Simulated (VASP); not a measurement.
# AlGaN2 (P-4m2) in VASP: notebook

AlGaN2 is run at these levels: LDA; tasks: single point.

Program: VASP 6.6.1. These are calculated values, not measurements. Logs are shortened: lines on timing, memory, paths and dates and some standing lists are left out, and cuts for length are marked.

### Step 1. The cell of the first run

The structure is tetragonal, space group P-4m2 (No. 115). The conventional cell has a = 3.125 Å, b = 3.125 Å, c = 4.424 Å, α = 90.00°, β = 90.00°, γ = 90.00°. Within 2.5 Å of Al (site symmetry -4m2) lie 4 N at 1.88 Å. Ga (site symmetry -4m2) has 4 N at 1.94 Å within 2.6 Å. Within 2.5 Å of N (site symmetry 2mm) lie 2 Al at 1.88 Å and 2 Ga at 1.94 Å.

### Step 2. Single point, LDA (strain -0.0050 x Voigt [1, 1, 0, 0, 0, 0])

The input, INCAR:

```
  ALGO = Normal
  EDIFF = 1E-7
  ENCUT = 520
  GGA = CA
  ISIF = 2
  ISMEAR = 0
  LASPH = True
  LCHARG = True
  LELF = True
  LREAL = False
  LVHAR = True
  LWAVE = False
  NBANDS = 21
  NELM = 100
  PREC = Accurate
  SIGMA = 0.05
```

The input, KPOINTS:

```
k-points
0
Gamma
  8 8 6
```

The input, POSCAR:

```
AlGaN2
1.0
    3.1251726635      0.0000000000      0.0000000000
    0.0000000000      3.1251726635      0.0000000000
    0.0000000000      0.0000000000      4.4238379400
Al Ga N
1 1 2
Direct
    0.5000000000      0.5000000000      0.5000000000
    0.0000000000      0.0000000000      0.0000000000
    0.5000000000      0.0000000000      0.7382648100
    0.0000000000      0.5000000000      0.2617351900
```

Potentials or basis: VASP PAW LDA potentials, release 64 (Al, Ga_d, N).

On the command line:

```console
$ cat potpaw_LDA.64/Al/POTCAR potpaw_LDA.64/Ga_d/POTCAR potpaw_LDA.64/N/POTCAR > POTCAR
$ mpirun -np 1 vasp_std > vasp.out
```

OUTCAR:

```text
EDIFF = 1E-7
   ENCUT = 520
   GGA = CA
   ISIF = 2
   ISMEAR = 0
   LASPH = True
   LREAL = False
   NELM = 100
   PREC = Accurate

 ion  position               nearest neighbor table
   1  0.500  0.500  0.500-   3 1.88   4 1.88   3 1.88   4 1.88   2 3.13   2 3.13   2 3.13   2 3.13
                             2 3.13   2 3.13   2 3.13   2 3.13
   2  0.000  0.000  0.000-   3 1.94   4 1.94   4 1.94   3 1.94   1 3.13   1 3.13   1 3.13   1 3.13
                             1 3.13   1 3.13   1 3.13   1 3.13
   3  0.500  0.000  0.738-   1 1.88   1 1.88   2 1.94   2 1.94
   4  0.000  0.500  0.262-   1 1.88   1 1.88   2 1.94   2 1.94

  LATTYP: Found a simple tetragonal cell.
 ALAT       =     3.1251726635
 C/A-ratio  =     1.4155499284

  Lattice vectors:

 A1 = (   3.1251726635,   0.0000000000,   0.0000000000)
 A2 = (   0.0000000000,   3.1251726635,   0.0000000000)
 A3 = (   0.0000000000,   0.0000000000,   4.4238379400)

Analysis of symmetry for initial positions (statically):
=====================================================================
 Subroutine PRICEL returns:
 Original cell was already a primitive cell.

 Routine SETGRP: Setting up the symmetry group for a
 simple tetragonal supercell.

 Subroutine GETGRP returns: Found  8 space group operations
 (whereof  8 operations were pure point group operations)
 out of a pool of 16 trial point group operations.

The static configuration has the point symmetry D_2d.

Analysis of symmetry for dynamics (positions and initial velocities):
=====================================================================
 Subroutine PRICEL returns:
 Original cell was already a primitive cell.

 Routine SETGRP: Setting up the symmetry group for a
 simple tetragonal supercell.

 Subroutine GETGRP returns: Found  8 space group operations
 (whereof  8 operations were pure point group operations)
 out of a pool of 16 trial point group operations.

The dynamic configuration has the point symmetry D_2d.

 Subroutine INISYM returns: Found  8 space group operations
 (whereof  8 operations are pure point group operations),
 and found     1 'primitive' translations

----------------------------------------------------------------------------------------

                                     Primitive cell

  volume of cell :      43.2063

  direct lattice vectors                    reciprocal lattice vectors
     3.125172663  0.000000000  0.000000000     0.319982320  0.000000000  0.000000000
     0.000000000  3.125172663  0.000000000     0.000000000  0.319982320  0.000000000
     0.000000000  0.000000000  4.423837940     0.000000000  0.000000000  0.226048064

  length of vectors
     3.125172663  3.125172663  4.423837940     0.319982320  0.319982320  0.226048064

  position of ions in fractional coordinates (direct lattice)
     0.500000000  0.500000000  0.500000000
     0.000000000  0.000000000  0.000000000
     0.500000000  0.000000000  0.738264810
     0.000000000  0.500000000  0.261735190

  ion indices of the primitive-cell ions
   primitive index   ion index
                 1           1
                 2           2
                 3           3
                 4           4

----------------------------------------------------------------------------------------

 KPOINTS: k-points

Automatic generation of k-mesh.
 Grid dimensions read from file:
 generate k-points for:    8    8    6

 Generating k-lattice:

  Cartesian coordinates                     Fractional coordinates (reciprocal lattice)
     0.039997790  0.000000000  0.000000000     0.125000000  0.000000000  0.000000000
     0.000000000  0.039997790  0.000000000     0.000000000  0.125000000  0.000000000
     0.000000000  0.000000000  0.037674677     0.000000000  0.000000000  0.166666667

  Length of vectors
     0.039997790  0.039997790  0.037674677

  Shift w.r.t. Gamma in fractional coordinates (k-lattice)
     0.000000000  0.000000000  0.000000000

 Subroutine IBZKPT returns following result:
 ===========================================

 Found     60 irreducible k-points:

 Following reciprocal coordinates:
            Coordinates               Weight
  0.000000  0.000000  0.000000      1.000000
  0.125000  0.000000  0.000000      4.000000
  0.250000  0.000000  0.000000      4.000000
  0.375000  0.000000  0.000000      4.000000
  0.500000  0.000000  0.000000      2.000000
  0.125000  0.125000  0.000000      4.000000
[... 16 lines left out ...]
  0.375000  0.125000  0.166667     16.000000
  0.500000  0.125000  0.166667      8.000000
 [... further k-points ...]
   k-points           NKPTS =     60   k-points in BZ     NKDIM =     60   number of bands    NBANDS=     21
   number of dos      NEDOS =    301   number of ions     NIONS =      4
   total plane-waves  NPLWV =  20736
   dimension x,y,z NGX =    24 NGY =   24 NGZ =   36
   dimension x,y,z NGXF=    48 NGYF=   48 NGZF=   72
   ions per type =               1   1   2
   NGX,Y,Z   is equivalent  to a cutoff of  12.77, 12.77, 13.53 a.u.
   NGXF,Y,Z  is equivalent  to a cutoff of  25.53, 25.53, 27.06 a.u.
 SYSTEM =  unknown system
   PREC   = accura    normal or accurate (medium, high low for compatibility)
   ISTART =      0    job   : 0-new  1-cont  2-samecut
   ICHARG =      2    charge: 1-file 2-atom 10-const
   ISPIN  =      1    spin polarized calculation?
   LNONCOLLINEAR =      F non collinear calculations
   LSORBIT =      F    spin-orbit coupling
   LASPH  =      T    aspherical Exc in radial PAW
   ENCUT  =  520.0 eV  38.22 Ry    6.18 a.u.   5.81  5.81  8.23*2*pi/ulx,y,z
   NELM   =    100;   NELMIN=  2; NELMDL= -5     # of ELM steps
   EDIFF  = 0.1E-06   stopping-criterion for ELM
   LREAL  =      F    real-space projection
   EDIFFG = 0.1E-05   stopping-criterion for IOM
   NSW    =      0    number of steps for IOM
   IBRION =     -1    ionic relax: 0-MD 1-quasi-New 2-CG
   NFREE  =      0    steps in history (QN), initial steepest desc. (CG)
   ISIF   =      2    stress and relaxation
   ISYM   =      2    0-nonsym 1-usesym 2-fastsym
   POTIM  = 0.5000    time-step for ionic-motion
   TEBEG  =    0.0;   TEEND  =   0.0 temperature during run
   PSTRESS=    0.0 pullay stress
   NELECT =      26.0000    total number of electrons
   NUPDOWN=      -1.0000    fix difference up-down
   EMIN   =  10.00;   EMAX   =-10.00  energy-range for DOS
   EFERMI =   0.00;   METHOD = LEGACY
   ISMEAR =     0;   SIGMA  =   0.05  broadening in eV -4-tet -1-fermi 0-gaus
   EFERMI_NEDOS =   21; number of points for ismear=-14 and -15
   IALGO  =     38    algorithm
   IMIX   =      4    mixing-type and parameters
     AMIX     =   0.40;   BMIX     =  1.00
     AMIX_MAG =   1.60;   BMIX_MAG =  1.00
  volume/ion in A,a.u.               =      10.80        72.89
  Fermi-wavevector in a.u.,A,eV,Ry     =   1.382134  2.611855 25.991139  1.910295
  Thomas-Fermi vector in A             =   2.506854
   LORBIT       =      0    0 simple, 1 ext, 2 COOP (PROOUT), +10 PAW based schemes
   GGA     = CA    functional components
   LHFCALC =     F    Hartree Fock is set to
   AEXX    =    0.0000 exact exchange contribution
   IVDW    =     0    specifies the selected vdW correction
   LEPSILON=     F    determine dielectric tensor
   LRPA    =     F    only Hartree local field effects (RPA)
 non-spin polarized calculation
 Gauss-broadening in eV      SIGMA  =   0.05
  energy-cutoff  :      520.00
  volume of cell :       43.21
 maximum number of plane-waves:      1208
 NGX is ok and might be reduce to    24
   NGX = 11   NGY = 11   NGZ = 17

 number of electron      25.9999987 magnetization

 Free energy of the ion-electron system (eV)
  ---------------------------------------------------
  ext. energy  EPLUGINS =         0.00000000
  ---------------------------------------------------
  free energy    TOTEN  =       -30.31114641 eV

  energy without entropy =      -30.31114641  energy(sigma->0) =      -30.31114641

 E-fermi :   5.7551     XC(G=0): -11.7722

 val. band max:        5.5012423378   @ k =   0.0000   0.0000   0.0000
 cond. band min:       8.4367200717   @ k =   0.0000   0.0000   0.0000
 fundamental gap:      2.9354777339
 Fermi energy:         5.7551134087

 k-point     1 :       0.0000    0.0000    0.0000
  band No.  band energies     occupation
      1      -9.9377      2.00000
      2      -8.5738      2.00000
      3      -7.6035      2.00000
      4      -7.6035      2.00000
      5      -7.5593      2.00000
      6      -7.3991      2.00000
[... 13 lines left out ...]
     20      18.0951      0.00000
     21      20.3245      0.00000

 k-point     2 :       0.1250    0.0000    0.0000
  band No.  band energies     occupation
      1      -9.8009      2.00000
      2      -8.5715      2.00000
      3      -7.6134      2.00000
      4      -7.6008      2.00000
      5      -7.5337      2.00000
      6      -7.4107      2.00000
[... 13 lines left out ...]
     20      17.9117      0.00000
     21      19.8938      0.00000

 k-point     3 :       0.2500    0.0000    0.0000
  band No.  band energies     occupation
      1      -9.4391      2.00000
      2      -8.5776      2.00000
      3      -7.5991      2.00000
      4      -7.5943      2.00000
      5      -7.4475      2.00000
      6      -7.4385      2.00000
[... 13 lines left out ...]
     20      17.3877      0.00000
     21      18.8978      0.00000
[... 457 lines left out ...]
 k-point    23 :       0.3750    0.1250    0.1667
  band No.  band energies     occupation
      1      -8.9239      2.00000
      2      -8.5866      2.00000
      3      -7.5993      2.00000
      4      -7.5121      2.00000
      5      -7.4871      2.00000
      6      -7.0958      2.00000
[... 13 lines left out ...]
     20      17.5443      0.00000
     21      17.8488      0.00000

 k-point    24 :       0.5000    0.1250    0.1667
  band No.  band energies     occupation
      1      -8.7808      2.00000
      2      -8.6063      2.00000
      3      -7.5926      2.00000
      4      -7.4999      2.00000
      5      -7.4973      2.00000
      6      -6.7190      2.00000
[... 13 lines left out ...]
     20      17.6188      0.00000
     21      17.6240      0.00000

 [... further k-points ...]
[... 5 lines left out ...]
  --------------------------------------------------------------------------------------
  -------------------------------------------------------------------------------------
  Total       -0.5267036     -0.5267036     -0.7660074      0.0000000      0.0000000      0.0000000
  in kB      -19.5312326    -19.5312326    -28.4050977      0.0000000      0.0000000      0.0000000
  external PRESSURE =     -22.4891876 kB  Pullay stress =       0.0000000 kB

 VOLUME and BASIS-vectors are now :
 -----------------------------------------------------------------------------
  energy-cutoff  :      520.00
  volume of cell :       43.21
      direct lattice vectors                 reciprocal lattice vectors
     3.125172663  0.000000000  0.000000000     0.319982320  0.000000000  0.000000000
     0.000000000  3.125172663  0.000000000     0.000000000  0.319982320  0.000000000
     0.000000000  0.000000000  4.423837940     0.000000000  0.000000000  0.226048064

 POSITION                                       TOTAL-FORCE (eV/Angst)
 -----------------------------------------------------------------------------------
      1.56259      1.56259      2.21192         0.000000     -0.000000      0.000000
      0.00000      0.00000      0.00000         0.000000     -0.000000      0.000000
      1.56259      0.00000      3.26596        -0.000000     -0.000000      0.180208
      0.00000      1.56259      1.15787         0.000000      0.000000     -0.180208
 -----------------------------------------------------------------------------------
    total drift:                                0.000000      0.000000     -0.000000

  FREE ENERGIE OF THE ION-ELECTRON SYSTEM (eV)
  ---------------------------------------------------
  free  energy   TOTEN  =       -30.3111464121 eV

  energy  without entropy=      -30.3111464121  energy(sigma->0) =      -30.31114641
```

It took 50 s on 1 thread of Intel Xeon 8259CL, shared host; peak memory 0.17 GiB.

What came out:

```yaml
Free_energy: -30.3111 eV
Pressure: -2.2 GPa
Largest_force: 0.180 eV/Å
Band_gap_on_the_k_mesh: 2.94 eV, direct
```

Forces in eV/Å, atoms in the order of the input:
```
Al   0.000  0.000  0.000
Ga   0.000  0.000  0.000
N    0.000  0.000  0.180
N    0.000  0.000 -0.180
```

Caveat: the cell differs from its parent crystal (strain -0.0050 x Voigt [1, 1, 0, 0, 0, 0]). A k mesh can miss the band edges.

### Step 3. Single point, LDA (strain +0.0050 x Voigt [1, 1, 0, 0, 0, 0])

The input, INCAR:

```
  PREC = Accurate
  ENCUT = 520
  EDIFF = 1E-6
  ISMEAR = 0
  SIGMA = 0.05
  LREAL = False
  LASPH = True
  NELM = 100
  ALGO = Normal
  ISIF = 2
  LWAVE = False
  LCHARG = True
  GGA = CA
  LELF = True
  LVHAR = True
  NBANDS = 21
```

The input, KPOINTS:

```
regular mesh
0
Gamma
  8 8 6
```

Changes to POSCAR since step 2:

```diff
@@ -2,4 +2,4 @@
 1.0
-    3.1251726635      0.0000000000      0.0000000000
-    0.0000000000      3.1251726635      0.0000000000
+    3.1565814339      0.0000000000      0.0000000000
+    0.0000000000      3.1565814339      0.0000000000
     0.0000000000      0.0000000000      4.4238379400
```

Potentials or basis: VASP PAW LDA potentials, release 64 (Al, Ga_d, N).

On the command line:

```console
$ cat potpaw_LDA.64/Al/POTCAR potpaw_LDA.64/Ga_d/POTCAR potpaw_LDA.64/N/POTCAR > POTCAR
$ mpirun -np 1 vasp_std > vasp.out
```

It took 51 s on 1 thread of Intel Xeon 8259CL, shared host; peak memory 0.18 GiB.

It converged, with:

```yaml
Free_energy: -30.2893 eV
Pressure: -6.0 GPa
Largest_force: 0.158 eV/Å
Band_gap_on_the_k_mesh: 2.80 eV, direct
```

Forces on the atoms (eV/Å):
```
Al   0.000  0.000  0.000
Ga   0.000  0.000  0.000
N    0.000  0.000  0.158
N    0.000  0.000 -0.158
```

Stress tensor (GPa, compression positive):
```
-6.21  0.00  0.00
 0.00 -6.21  0.00
 0.00  0.00 -5.71
```

Levels at points of the mesh, in eV from the valence-band top:
```tsv
k point	band 9	band 10	band 11	band 12	band 13	band 14	band 15	band 16	band 17	band 18
(0.00, 0.00, 0.00)	-2.34	-2.34	-0.21	0.00	0.00	2.80	3.48	7.35	11.00	11.00
(0.50, 0.00, 0.00)	-4.41	-2.91	-2.86	-1.00	-0.70	6.92	7.02	7.86	8.17	10.08
(0.50, 0.50, 0.00)	-4.97	-2.25	-2.23	-2.23	-2.23	3.24	3.24	6.13	8.58	12.27
(0.00, 0.00, 0.50)	-2.50	-1.55	-1.55	-1.01	-1.01	5.16	5.31	7.70	8.97	11.12
(0.50, 0.00, 0.50)	-6.17	-0.97	-0.84	-0.58	-0.57	5.03	6.41	9.02	9.29	9.99
(0.50, 0.50, 0.50)	-4.38	-3.96	-3.23	-3.21	-3.21	6.12	6.12	8.57	10.65	10.95
```

Caveat: the cell differs from its parent crystal (strain +0.0050 x Voigt [1, 1, 0, 0, 0, 0]).
